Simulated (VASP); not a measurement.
A run of VASP 6.6.1 is set up as follows.

Contents of POSCAR:

```
Ga
1.0
    1.3547675884     -3.9443034667      0.0000000000
    1.3547675884      3.9443034667      0.0000000000
   -0.1150499344      0.0000000000      3.2619526240
Ga
2
Direct
    0.1310000000      0.8690000000      0.7500000000
    0.8690000000      0.1310000000      0.2500000000
```

INCAR.step1

```
SYSTEM = Ga
ALGO = Normal
EDIFF = 1E-4
ENCUT = 520
GGA = PE
ISMEAR = -1
LASPH = .True.
LCHARG = .False.
LREAL = .False.
LWAVE = .True.
NBANDS = 20
NELM = 80
PREC = Accurate
SIGMA = 0.05
```

INCAR.step2

```
SYSTEM = Ga
ALGO = Normal
EDIFF = 1E-6
ENCUT = 520
ISIF = 2
ISMEAR = -1
ISTART = 1
LASPH = .True.
LCHARG = .False.
LMIXTAU = .True.
LREAL = .False.
LWAVE = .False.
METAGGA = R2SCAN
NBANDS = 20
NELM = 80
PREC = Accurate
SIGMA = 0.05
```

The input KPOINTS:

```
k-points
0
Gamma
  10 10 8
  0 0 0
```

Potentials or basis: VASP PAW PBE potentials, release 64 (Ga_d).

The run is started by

```bash
$ cat potpaw_PBE.64/Ga_d/POTCAR > POTCAR
$ cp INCAR.step1 INCAR
$ mpirun -np 1 vasp_std > vasp.out
$ cp INCAR.step2 INCAR
$ mpirun -np 1 vasp_std > vasp.out
```

Estimate the largest force.

0.246 eV/Å.

What does it give for the band gap on the k mesh?

Zero (bands 13 and 14 overlap by 9.25 eV).

Forces on the atoms (eV/Å):
```
Ga   0.000 -0.246  0.000
Ga   0.000  0.246  0.000
```

Caveat: the PAW data sets were made with another functional, which shifts forces and pressure a little.
